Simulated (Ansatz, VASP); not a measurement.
# One calculation of GaP, two programs

```
Ga P
1.0
     1.94302    1.12180    6.43081
    -1.94302    1.12180    6.43081
     0.00000   -2.24360    6.43081
Ga P
2 2
Direct
  0.43537 0.43537 0.43537
  0.56463 0.56463 0.56463
  0.05739 0.05739 0.05739
  0.94261 0.94261 0.94261
```

Alike in both runs: task relaxation of cell and atoms; functional PBE; k mesh 6 × 6 × 6; occupations gaussian, width 0.02 eV; no spin polarisation.

```csv
,VASP,Ansatz
version,VASP 6.6.1,Ansatz 0.2.0
potentials or method,"VASP PAW PBE potentials, release 64 (Ga_d, P), cutoff 600 eV","scalar-relativistic, plane waves, PAW"
valence electrons in the cell,36,36
```

|  | VASP | Ansatz | Ansatz less VASP |
| --- | --- | --- | --- |
| gap on the k mesh at the Fermi level, each at its own relaxed structure (eV) | 0.82 | 0.81 | -0.009 |
| relaxed volume (Å³/atom) | 21.03 | 21.03 | -0.001 |
| relaxed cell length with the largest relative difference (Å) | 6.811 | 6.811 | -0.0002 |
